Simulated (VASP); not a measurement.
The system is Cd2S.

```
Cd S
1.0
     3.96267    0.00000    0.00000
    -1.98134    3.43177    0.00000
     0.00000    0.00000    5.80919
Cd S
2 1
Cartesian
  0.0000 2.2878 5.4183
  1.9813 1.1439 3.3620
  0.0000 2.2878 2.1245
```

Base run:

```yaml
Program: VASP 6.6.1
Functional: PBEsol
Potentials_or_basis: VASP PAW PBE potentials, release 64 (Cd, S)
Cutoff: 520 eV
k_mesh: 8 × 8 × 5
Occupations: fermi-dirac, width 0.05 eV
Spin: no spin polarisation
```

Its results: band gap on the k mesh 0.22 eV (least direct gap 0.56 eV); pressure -2.7 GPa; largest force 0.119 eV/Å.

The run is repeated on the same cell with these changes: functional from PBEsol to LDA; potentials or basis from VASP PAW PBE potentials, release 64 (Cd, S) to VASP PAW LDA potentials, release 64 (Cd, S); cutoff from 520 eV to 500 eV. What comes out?

Band gap on the k mesh 0.24 eV (least direct gap 0.56 eV); pressure -4.6 GPa; largest force 0.157 eV/Å.

Caveats: an odd mesh through Γ misses points on the zone boundary, where band edges can lie; the PAW data sets were made with another functional, which shifts forces and pressure a little (at least some runs); the cell stands under tension (at least some runs).
